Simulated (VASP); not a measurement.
**CdTe: single point with r2SCAN+D3(BJ)**

The system is CdTe.

```xyz
2
Lattice="0.0000 3.2634 3.2634 3.2634 0.0000 3.2634 3.2634 3.2634 0.0000" Properties=species:S:1:pos:R:3 pbc="T T T"
Cd    0.0000    0.0000    0.0000
Te    1.6317    1.6317    1.6317
```

```json
{
 "Program": "VASP 6.6.1",
 "Task": "single point",
 "Functional": "r2SCAN",
 "Dispersion": "D3(BJ)",
 "Potentials or basis": "VASP PAW PBE potentials, release 64 (Cd, Te)",
 "Cutoff": "520 eV",
 "k mesh": "6 × 6 × 6",
 "Occupations": "gaussian, width 0.05 eV",
 "Spin": "no spin polarisation",
 "Dipole correction": "no",
 "Further INCAR settings": "ALGO = Normal; EDIFF = 1e-06; NBANDS = 16"
}
```

The pressure is 0.0 GPa. The band gap on the k mesh is 1.20 eV, direct and the dispersion energy per atom is -0.163 eV.

Levels at points of the mesh, in eV from the valence-band top:
```csv
k point,band 6,band 7,band 8,band 9,band 10,band 11,band 12,band 13
"(0.00, 0.00, 0.00)",-8.23,0.00,0.00,0.00,1.20,5.04,5.04,5.04
"(0.50, 0.00, 0.00)",-7.87,-4.38,-0.76,-0.76,2.21,5.59,5.59,7.40
"(0.50, 0.50, 0.00)",-7.72,-4.25,-1.84,-1.84,2.92,2.99,9.34,9.71
```

Run time: 61 s on 1 thread of Intel Xeon 6975P-C (shared host), peak memory 0.22 GiB.

Caveat: three body term missing; the PAW data sets were made with another functional, which shifts forces and pressure a little; spin-orbit coupling is left out, which moves the levels of the heavy elements. r2SCAN opens gaps a little over a GGA but as a rule still falls short of measured ones.
